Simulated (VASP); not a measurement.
A run of VASP 6.6.1:

File INCAR:

```
PREC = Accurate
ENCUT = 600
EDIFF = 1E-6
ISMEAR = 0
SIGMA = 0.05
LREAL = False
LASPH = True
NELM = 60
ALGO = Normal
ISIF = 4
LWAVE = False
LCHARG = False
GGA = PE
IBRION = 2
NSW = 60
EDIFFG = -0.01
```

File KPOINTS:

```
regular mesh
0
Gamma
  14 14 14
```

File POSCAR:

```
Si2Mo
1.0
   -1.6466049105      1.6466049105      4.0195268633
    1.6466049105     -1.6466049105      4.0195268633
    1.6466049105      1.6466049105     -4.0195268633
Si Mo
2 1
Direct
    0.3357809915      0.3357809915      0.0000000000
    0.6642190085      0.6642190085      0.0000000000
    0.0000000000      0.0000000000      0.0000000000
```

Potentials or basis: VASP PAW PBE potentials, release 64 (Si, Mo_sv).

Run with:

```bash
$ cat potpaw_PBE.64/Si/POTCAR potpaw_PBE.64/Mo_sv/POTCAR > POTCAR
$ mpirun -np 1 vasp_std > vasp.out
```

Hardware: 1 thread of Intel(R) Xeon(R) 6975P-C (Granite Rapids), on a shared host.

Task: Estimate the wall time of this run.

Result: Wall time 6.5 min on 1 thread of Intel(R) Xeon(R) 6975P-C (Granite Rapids), on a shared host, peak memory 0.39 GiB. Counts: scf iterations 27, k points 244, ion steps 4.
